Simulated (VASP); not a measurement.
A run of VASP 6.6.1 is set up as follows.

File POSCAR:

```
Si
1.0
   -2.2528036893      2.2528036893      1.3292653899
    2.2528036893     -2.2528036893      1.3292653899
    2.2528036893      2.2528036893     -1.3292653899
Si
2
Direct
    0.2500000000      0.7500000000      0.5000000000
    0.5000000000      0.5000000000      0.0000000000
```

File INCAR.step1:

```
SYSTEM = Si
  ALGO = Normal
  EDIFF = 1E-4
  ENCUT = 520
  GGA = PE
  ISMEAR = 0
  LASPH = .TRUE.
  LCHARG = .FALSE.
  LREAL = .FALSE.
  LWAVE = .TRUE.
  NBANDS = 11
  NELM = 80
  PREC = Accurate
  SIGMA = 0.15
```

INCAR.step2

```
SYSTEM = Si
  ALGO = Normal
  EDIFF = 1E-7
  ENCUT = 520
  ISIF = 2
  ISMEAR = 0
  ISTART = 1
  LASPH = .TRUE.
  LCHARG = .TRUE.
  LELF = .TRUE.
  LMIXTAU = .TRUE.
  LREAL = .FALSE.
  LVHAR = .TRUE.
  LWAVE = .FALSE.
  METAGGA = R2SCAN
  NBANDS = 11
  NELM = 80
  PREC = Accurate
  SIGMA = 0.15
```

File KPOINTS:

```
k-points
0
G
  20 20 20
  0 0 0
```

Potentials or basis: VASP PAW PBE potentials, release 64 (Si).

Launch:

```console
$ cat potpaw_PBE.64/Si/POTCAR > POTCAR
$ cp INCAR.step1 INCAR
$ mpirun -np 1 vasp_std > vasp.out
$ cp INCAR.step2 INCAR
$ mpirun -np 1 vasp_std > vasp.out
```

Question: What does it give for the pressure?

Answer: 19.8 GPa.

Question: Estimate the band gap on the k mesh.

Answer: Zero (bands 4 and 5 overlap by 8.26 eV).

Stress tensor (GPa, compression positive):
```
23.93  0.00  0.00
 0.00 23.93  0.00
 0.00  0.00 11.51
```

Caveat: the cell differs from its parent crystal (strain -0.050 along x and y, +0.000 along z); the cell stands under pressure; the PAW data sets were made with another functional, which shifts forces and pressure a little.
